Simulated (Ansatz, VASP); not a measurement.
**Si2Se in VASP and in Ansatz**

```xyz
3
Lattice="3.1443 0.0000 0.0000 -1.5721 2.7230 0.0000 0.0000 0.0000 4.9566" Properties=species:S:1:pos:R:3 pbc="T T T"
Si    1.5721    0.9077    3.5934
Si    1.5721    0.9077    1.3632
Se    0.0000    0.0000    0.0000
```

Alike in both runs: task single point; functional PBE; k mesh 6 × 6 × 4; occupations gaussian, width 0.1 eV; no spin polarisation.

|  | VASP | Ansatz |
| --- | --- | --- |
| version | VASP 6.6.1 | Ansatz 0.2.0 |
| potentials or method | VASP PAW PBE potentials, release 64 (Si, Se), cutoff 520 eV | scalar-relativistic, plane waves, PAW |
| valence electrons in the cell | 14 | 24 |

|  | VASP | Ansatz | Ansatz less VASP |
| --- | --- | --- | --- |
| gap on the k mesh at the Fermi level (eV) | none | none | - |
| rms of the force components (eV/Å) | 2.239 | 2.229 | -0.0094 |

Atom by atom the forces differ by 0.009 eV/Å (rms over components). A gap of «none» marks a metal or a gap that the smearing closes. VASP's potentials hold 14 valence electrons a cell and Ansatz's 24, so a difference there can come from the potentials and not from the codes.

The k mesh is coarse, so the values compare programs but aren't converged.
